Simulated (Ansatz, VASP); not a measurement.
## Two plane-wave programs on Y2RhC3

```
Y Rh C
1.0
     3.27287    0.00000    0.00000
    -1.63643    2.83439    0.00000
     0.00000    0.00000   18.86962
Y Rh C
4 2 6
Direct
  0.33333 0.66667 0.92800
  0.66667 0.33333 0.42800
  0.66667 0.33333 0.07200
  0.33333 0.66667 0.57200
  0.00000 0.00000 0.25000
  0.00000 0.00000 0.75000
  0.00000 0.00000 0.50000
  0.00000 0.00000 0.00000
  0.33333 0.66667 0.36500
  0.66667 0.33333 0.86500
  0.66667 0.33333 0.63500
  0.33333 0.66667 0.13500
```

Alike in both runs: task single point; functional PBE; k mesh 6 × 6 × 1; occupations gaussian, width 0.1 eV; no spin polarisation.

|  | VASP | Ansatz |
| --- | --- | --- |
| version | VASP 6.6.1 | Ansatz 0.2.0 |
| potentials or method | VASP PAW PBE potentials, release 64 (Y_sv, Rh_pv, C), cutoff 520 eV | scalar-relativistic, plane waves, PAW |
| valence electrons in the cell | 98 | 102 |

```csv
,VASP,Ansatz,Ansatz less VASP
gap on the k mesh at the Fermi level (eV),none,none,-
pressure (GPa),15.5,15.7,+0.25
"traceless stress, the component that is largest in VASP (GPa)",-21.52,-21.58,-0.060
rms of the force components (eV/Å),1.569,1.575,+0.0064
```

Atom by atom the forces differ by 0.008 eV/Å (rms over components). A gap of «none» marks a metal or a gap that the smearing closes. VASP's potentials hold 98 valence electrons a cell and Ansatz's 102, so a difference there can come from the potentials and not from the codes.

The k mesh is coarse, so the values compare programs but aren't converged.
